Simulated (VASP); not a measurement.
# Si2W (P-3m1) in VASP: single point with PBE

Aim: the single point of Si2W with PBE.

Everything below comes from runs of VASP 6.6.1. Logs are shortened: lines on timing, memory, paths and dates and some standing lists are left out, and cuts for length are marked.

## Step 1: The cell of the first run

Symmetry: P-3m1, No. 164, trigonal system. Conventional cell: a = 2.952 Å, b = 2.952 Å, c = 5.853 Å, α = 90.00°, β = 90.00°, γ = 120.00°. Si (site symmetry 3m) has 3 W at 2.58 Å and 9 Si at 2.62 to 2.95 Å within 3.4 Å. W (site symmetry -3m) has 6 Si at 2.58 Å and 6 W at 2.95 Å within 3.4 Å.

## Step 2: Single point, PBE

POSCAR reads:

```
Si2W
1.0
    2.9523570846      0.0000000000      0.0000000000
   -1.4761785423      2.5568162363      0.0000000000
    0.0000000000      0.0000000000      5.8534573765
Si W
2 1
Direct
    0.6666666667      0.3333333333      0.6696370143
    0.3333333333      0.6666666667      0.3303629857
    0.0000000000      0.0000000000      0.0000000000
```

INCAR.step1 reads:

```
PREC = Accurate ; ENCUT = 520
EDIFF = 1E-6 ; ISMEAR = 0
SIGMA = 0.1 ; LREAL = False
LASPH = True ; NELM = 100
ALGO = Normal ; ISIF = 2
LWAVE = False ; LCHARG = True
LMAXMIX = 4 ; GGA = PE
NBANDS = 18
```

KPOINTS.step1 reads:

```
regular mesh
0
Gamma
  18 18 8
```

INCAR.step2 reads:

```
PREC = Accurate ; ENCUT = 520
EDIFF = 1E-6 ; ISMEAR = -5
SIGMA = 0.1 ; LREAL = False
LASPH = True ; NELM = 100
ALGO = Normal ; ISIF = 2
LWAVE = False ; LCHARG = False
LMAXMIX = 4 ; GGA = PE
LORBIT = 10 ; NEDOS = 1001
ICHARG = 11
```

KPOINTS.step2 reads:

```
regular mesh
0
Gamma
  27 27 12
```

Potentials or basis: VASP PAW PBE potentials, release 64 (Si, W_sv).

The run is started by

```bash
> cat potpaw_PBE.64/Si/POTCAR potpaw_PBE.64/W_sv/POTCAR > POTCAR
> cp INCAR.step1 INCAR
> cp KPOINTS.step1 KPOINTS
> mpirun -np 1 vasp_std > vasp.out
> cp INCAR.step2 INCAR
> cp KPOINTS.step2 KPOINTS
> mpirun -np 1 vasp_std > vasp.out
```

OUTCAR:

```text
PREC = Accurate
   ENCUT = 520
   EDIFF = 1E-6
   ISMEAR = -5
   LREAL = False
   LASPH = True
   NELM = 100
   ISIF = 2
   GGA = PE
   LORBIT = 10
   ICHARG = 11

 ion  position               nearest neighbor table
   1  0.667  0.333  0.670-   3 2.58   3 2.58   3 2.58   2 2.62   2 2.62   2 2.62
   2  0.333  0.667  0.330-   3 2.58   3 2.58   3 2.58   1 2.62   1 2.62   1 2.62
   3  0.000  0.000  0.000-   1 2.58   2 2.58   2 2.58   1 2.58   1 2.58   2 2.58

  LATTYP: Found a hexagonal cell.
 ALAT       =     2.9523570846
 C/A-ratio  =     1.9826386879

  Lattice vectors:

 A1 = (   2.9523570846,   0.0000000000,   0.0000000000)
 A2 = (  -1.4761785423,   2.5568162363,   0.0000000000)
 A3 = (   0.0000000000,   0.0000000000,   5.8534573765)

Analysis of symmetry for initial positions (statically):
=====================================================================
 Subroutine PRICEL returns:
 Original cell was already a primitive cell.

 Routine SETGRP: Setting up the symmetry group for a
 hexagonal supercell.

 Subroutine GETGRP returns: Found 12 space group operations
 (whereof 12 operations were pure point group operations)
 out of a pool of 24 trial point group operations.

The static configuration has the point symmetry D_3d.

Analysis of symmetry for dynamics (positions and initial velocities):
=====================================================================
 Subroutine PRICEL returns:
 Original cell was already a primitive cell.

 Routine SETGRP: Setting up the symmetry group for a
 hexagonal supercell.

 Subroutine GETGRP returns: Found 12 space group operations
 (whereof 12 operations were pure point group operations)
 out of a pool of 24 trial point group operations.

The dynamic configuration has the point symmetry D_3d.

 Subroutine INISYM returns: Found 12 space group operations
 (whereof 12 operations are pure point group operations),
 and found     1 'primitive' translations

----------------------------------------------------------------------------------------

                                     Primitive cell

  volume of cell :      44.1856

  direct lattice vectors                    reciprocal lattice vectors
     2.952357085  0.000000000  0.000000000     0.338712416  0.195555704  0.000000000
    -1.476178542  2.556816236  0.000000000     0.000000000  0.391111409  0.000000000
     0.000000000  0.000000000  5.853457376     0.000000000  0.000000000  0.170839204

  length of vectors
     2.952357085  2.952357085  5.853457376     0.391111409  0.391111409  0.170839204

  position of ions in fractional coordinates (direct lattice)
     0.666666667  0.333333333  0.669637014
     0.333333333  0.666666667  0.330362986
     0.000000000  0.000000000  0.000000000

  ion indices of the primitive-cell ions
   primitive index   ion index
                 1           1
                 2           2
                 3           3

----------------------------------------------------------------------------------------

 KPOINTS: regular mesh

Automatic generation of k-mesh.
 Grid dimensions read from file:
 generate k-points for:   27   27   12

 Generating k-lattice:

  Cartesian coordinates                     Fractional coordinates (reciprocal lattice)
     0.012544904  0.007242804  0.000000000     0.037037037 -0.000000000  0.000000000
     0.000000000  0.014485608  0.000000000     0.000000000  0.037037037  0.000000000
     0.000000000  0.000000000  0.014236600     0.000000000  0.000000000  0.083333333

  Length of vectors
     0.014485608  0.014485608  0.014236600

  Shift w.r.t. Gamma in fractional coordinates (k-lattice)
     0.000000000  0.000000000  0.000000000

 TETIRR: Found  12968 inequivalent tetrahedra from    52488

 Subroutine IBZKPT returns following result:
 ===========================================

 Found    830 irreducible k-points:

 Following reciprocal coordinates:
            Coordinates               Weight
  0.000000  0.000000  0.000000      1.000000
  0.037037  0.000000  0.000000      6.000000
  0.074074  0.000000  0.000000      6.000000
  0.111111  0.000000  0.000000      6.000000
  0.148148  0.000000  0.000000      6.000000
  0.185185  0.000000  0.000000      6.000000
[... 16 lines left out ...]
  0.333333  0.037037  0.000000     12.000000
  0.370370  0.037037  0.000000     12.000000
 [... further k-points ...]
   k-points           NKPTS =    830   k-points in BZ     NKDIM =    830   number of bands    NBANDS=     15
   number of dos      NEDOS =   1001   number of ions     NIONS =      3
   total plane-waves  NPLWV =  27648
   dimension x,y,z NGX =    24 NGY =   24 NGZ =   48
   dimension x,y,z NGXF=    48 NGYF=   48 NGZF=   96
   ions per type =               2   1
   NGX,Y,Z   is equivalent  to a cutoff of  13.51, 13.51, 13.63 a.u.
   NGXF,Y,Z  is equivalent  to a cutoff of  27.03, 27.03, 27.27 a.u.
 SYSTEM =  unknown system
   PREC   = accura    normal or accurate (medium, high low for compatibility)
   ISTART =      0    job   : 0-new  1-cont  2-samecut
   ICHARG =     11    charge: 1-file 2-atom 10-const
   ISPIN  =      1    spin polarized calculation?
   LNONCOLLINEAR =      F non collinear calculations
   LSORBIT =      F    spin-orbit coupling
   LASPH  =      T    aspherical Exc in radial PAW
   ENCUT  =  520.0 eV  38.22 Ry    6.18 a.u.   5.49  5.49 10.88*2*pi/ulx,y,z
   NELM   =    100;   NELMIN=  2; NELMDL=  0     # of ELM steps
   EDIFF  = 0.1E-05   stopping-criterion for ELM
   LREAL  =      F    real-space projection
   EDIFFG = 0.1E-04   stopping-criterion for IOM
   NSW    =      0    number of steps for IOM
   IBRION =     -1    ionic relax: 0-MD 1-quasi-New 2-CG
   NFREE  =      0    steps in history (QN), initial steepest desc. (CG)
   ISIF   =      2    stress and relaxation
   ISYM   =      2    0-nonsym 1-usesym 2-fastsym
   POTIM  = 0.5000    time-step for ionic-motion
   TEBEG  =    0.0;   TEEND  =   0.0 temperature during run
   PSTRESS=    0.0 pullay stress
   NELECT =      22.0000    total number of electrons
   NUPDOWN=      -1.0000    fix difference up-down
   EMIN   =  10.00;   EMAX   =-10.00  energy-range for DOS
   EFERMI =   0.00;   METHOD = LEGACY
   ISMEAR =    -5;   SIGMA  =   0.10  broadening in eV -4-tet -1-fermi 0-gaus
   EFERMI_NEDOS =   21; number of points for ismear=-14 and -15
   IALGO  =     38    algorithm
   IMIX   =      4    mixing-type and parameters
     AMIX     =   0.40;   BMIX     =  1.00
     AMIX_MAG =   1.60;   BMIX_MAG =  1.00
  volume/ion in A,a.u.               =      14.73        99.39
  Fermi-wavevector in a.u.,A,eV,Ry     =   1.297544  2.452003 22.907048  1.683621
  Thomas-Fermi vector in A             =   2.428930
   LORBIT       =     10    0 simple, 1 ext, 2 COOP (PROOUT), +10 PAW based schemes
   GGA     = PE    functional components
   LHFCALC =     F    Hartree Fock is set to
   AEXX    =    0.0000 exact exchange contribution
   IVDW    =     0    specifies the selected vdW correction
   LEPSILON=     F    determine dielectric tensor
   LRPA    =     F    only Hartree local field effects (RPA)
 non-spin polarized calculation
 Fermi weights with tetrahedron method with Bloechl corrections
  energy-cutoff  :      520.00
  volume of cell :       44.19
 maximum number of plane-waves:      1221
 NGX is ok and might be reduce to    24

 number of electron      22.0000003 magnetization

 Free energy of the ion-electron system (eV)
  ---------------------------------------------------
  ext. energy  EPLUGINS =         0.00000000
  ---------------------------------------------------
  free energy    TOTEN  =       -23.47174316 eV

  energy without entropy =      -23.47174316  energy(sigma->0) =      -23.47174316

 E-fermi :  10.3049     XC(G=0): -12.0888

 val. band max:       10.3431235139   @ k =   0.1852   0.0000   0.1667
 cond. band min:      10.2844463414   @ k =  -0.1111   0.2593   0.2500
 fundamental gap:     -0.0586771725
 Fermi energy:        10.3048844024

 k-point     1 :       0.0000    0.0000    0.0000
  band No.  band energies     occupation
      1     -63.2882      2.00000
      2     -27.6106      2.00000
      3     -27.2266      2.00000
      4     -27.2266      2.00000
      5      -2.7975      2.00000
      6       1.9063      2.00000
      7       2.8051      2.00000
      8       8.2443      2.00000
      9       9.5647      2.00000
     10       9.5647      2.00000
     11      11.8215      0.00000
     12      11.8215      0.00000
     13      14.6564      0.00000
     14      17.0580      0.00000
     15      17.0583      0.00000

 k-point     2 :       0.0370    0.0000    0.0000
  band No.  band energies     occupation
      1     -63.2876      2.00000
      2     -27.6091      2.00000
      3     -27.2358      2.00000
      4     -27.2287      2.00000
      5      -2.7651      2.00000
      6       1.9234      2.00000
      7       2.8495      2.00000
      8       8.2656      2.00000
      9       9.4973      2.00000
     10       9.6040      2.00000
     11      11.7224      0.00000
     12      11.7920      0.00000
     13      14.7797      0.00000
     14      16.5332      0.00000
     15      16.7364      0.00000

 k-point     3 :       0.0741    0.0000    0.0000
  band No.  band energies     occupation
      1     -63.2858      2.00000
      2     -27.6049      2.00000
      3     -27.2628      2.00000
      4     -27.2350      2.00000
      5      -2.6680      2.00000
      6       1.9742      2.00000
      7       2.9814      2.00000
      8       8.3273      2.00000
      9       9.3082      2.00000
     10       9.7206      2.00000
     11      11.4642      0.00000
     12      11.7079      0.00000
     13      15.0943      0.00000
     14      15.5775      0.00000
     15      16.2217      0.00000

 k-point     4 :       0.1111    0.0000    0.0000
  band No.  band energies     occupation
      1     -63.2828      2.00000
      2     -27.5980      2.00000
      3     -27.3059      2.00000
      4     -27.2450      2.00000
      5      -2.5071      2.00000
      6       2.0577      2.00000
      7       3.1963      2.00000
      8       8.4207      2.00000
      9       9.0316      2.00000
     10       9.9096      2.00000
     11      11.1129      0.00000
     12      11.5813      0.00000
     13      14.5143      0.00000
     14      15.4881      0.00000
     15      15.7069      0.00000
[... 307 lines left out ...]
 k-point    22 :       0.2963    0.0370    0.0000
  band No.  band energies     occupation
      1     -63.2559      2.00000
      2     -27.6875      2.00000
      3     -27.5346      2.00000
      4     -27.3400      2.00000
      5      -0.5248      2.00000
      6       2.9547      2.00000
      7       5.2240      2.00000
      8       6.9835      2.00000
      9       8.1526      2.00000
     10       8.8035      2.00000
     11      10.3500      0.56753
     12      10.8374      0.00000
     13      12.0292      0.00000
     14      13.6786      0.00000
     15      14.6028      0.00000

 k-point    23 :       0.3333    0.0370    0.0000
  band No.  band energies     occupation
      1     -63.2513      2.00000
      2     -27.7505      2.00000
      3     -27.5238      2.00000
      4     -27.3560      2.00000
      5       0.0111      2.00000
      6       3.1305      2.00000
      7       5.3708      2.00000
      8       6.4682      2.00000
      9       8.0936      2.00000
     10       8.4472      2.00000
     11      10.2254      2.05066
     12      10.8092      0.00000
     13      12.2478      0.00000
     14      13.7847      0.00000
     15      14.3220      0.00000

 k-point    24 :       0.3704    0.0370    0.0000
  band No.  band energies     occupation
      1     -63.2474      2.00000
      2     -27.8031      2.00000
      3     -27.5146      2.00000
      4     -27.3693      2.00000
      5       0.5954      2.00000
      6       3.2675      2.00000
      7       5.0799      2.00000
      8       6.2194      2.00000
      9       7.9676      2.00000
     10       8.4130      2.00000
     11      10.1249      2.00000
     12      10.7434      0.00000
     13      12.3474      0.00000
     14      14.0085      0.00000
     15      14.1256      0.00000

 [... further k-points ...]

------------------------ aborting loop because EDIFF is reached ----------------------------------------

  FORCE on cell =-STRESS in cart. coord.  units (eV):
  Direction    XX          YY          ZZ          XY          YZ          ZX
  --------------------------------------------------------------------------------------
  -------------------------------------------------------------------------------------
  Total        0.0319662      0.0319662      0.1587332      0.0000000      0.0000000      0.0000000
  in kB        1.1590986      1.1590986      5.7556907      0.0000000      0.0000000      0.0000000
  external PRESSURE =       2.6912960 kB  Pullay stress =       0.0000000 kB

 VOLUME and BASIS-vectors are now :
 -----------------------------------------------------------------------------
  energy-cutoff  :      520.00
  volume of cell :       44.19
      direct lattice vectors                 reciprocal lattice vectors
     2.952357085  0.000000000  0.000000000     0.338712416  0.195555704  0.000000000
    -1.476178542  2.556816236  0.000000000     0.000000000  0.391111409  0.000000000
     0.000000000  0.000000000  5.853457376     0.000000000  0.000000000  0.170839204

 POSITION                                       TOTAL-FORCE (eV/Angst)
 -----------------------------------------------------------------------------------
      1.47618      0.85227      3.91969         0.000000     -0.000000      0.027304
     -0.00000      1.70454      1.93377        -0.000000      0.000000     -0.027304
      0.00000      0.00000      0.00000        -0.000000      0.000000      0.000000
 -----------------------------------------------------------------------------------
    total drift:                                0.000000      0.000000      0.000000

  FREE ENERGIE OF THE ION-ELECTRON SYSTEM (eV)
  ---------------------------------------------------
  free  energy   TOTEN  =       -23.4717431554 eV

  energy  without entropy=      -23.4717431554  energy(sigma->0) =      -23.47174316

 total charge

# of ion       s       p       d       tot
------------------------------------------
    1        0.776   0.821   0.000   1.598
    2        0.776   0.821   0.000   1.598
    3        2.339   6.302   3.482  12.124
--------------------------------------------------
tot          3.892   7.945   3.482  15.320
```

Run time: 2.7 min. Hardware: 1 thread of Intel Xeon 6975P-C (Granite Rapids), shared host; peak memory 0.64 GiB.

Results:

* Valence electrons inside the program's atomic spheres: Si 1.60; W 12.12

Levels at points of the mesh, in eV from the Fermi level:
```
           k point  band 7  band 8  band 9  band 10  band 11  band 12  band 13  band 14  band 15
(0.00, 0.00, 0.00)   -7.50   -2.06   -0.74    -0.74     1.52     1.52     4.35     6.75     6.75
(0.00, 0.00, 0.50)   -4.51   -3.00   -0.72    -0.72     1.45     1.45     3.70     6.04     6.04
```

Caveat: spin-orbit coupling is left out, which moves the levels of the heavy elements.
